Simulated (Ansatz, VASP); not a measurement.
## One calculation of Ti2TeS, two programs

```
Ti Te S
1.0
     3.46873    0.00000    0.00000
    -1.73437    3.00401    0.00000
     0.00000    0.00000    6.91669
Ti Te S
2 1 1
Direct
  0.00000 0.00000 0.72037
  0.00000 0.00000 0.27963
  0.33333 0.66667 0.00000
  0.66667 0.33333 0.50000
```

Change from the starting cell: species swapped into the Ni2SbTe type (P-6m2, No. 187).

Alike in both runs: functional PBE; k mesh 4 × 4 × 3; occupations gaussian, width 0.15 eV; collinear spin.

Ansatz relaxed the structure, and its values are those at the end. VASP's run is a single point on that final structure, the one shown.

|  | VASP | Ansatz |
| --- | --- | --- |
| version | VASP 6.6.1 | Ansatz 0.2.0 |
| potentials or method | VASP PAW PBE potentials, release 64 (Ti_sv, Te, S), cutoff 520 eV | scalar-relativistic, plane waves, PAW |
| valence electrons in the cell | 36 | 46 |

|  | VASP | Ansatz | Ansatz less VASP |
| --- | --- | --- | --- |
| gap on the k mesh at the Fermi level (eV) | none | none | - |
| pressure (GPa) | -0.1 | -0.2 | -0.02 |
| rms of the force components (eV/Å) | 0.008 | 0.006 | -0.0022 |
| net moment per atom (μB) | 0.00 | 0.00 | 0.000 |

A gap of «none» marks a metal or a gap that the smearing closes. VASP's potentials hold 36 valence electrons a cell and Ansatz's 46, so a difference there can come from the potentials and not from the codes. Ansatz's warnings: seeded moment not kept.

The k mesh is coarse, so the values compare programs but aren't converged. Spin-orbit coupling is off throughout.
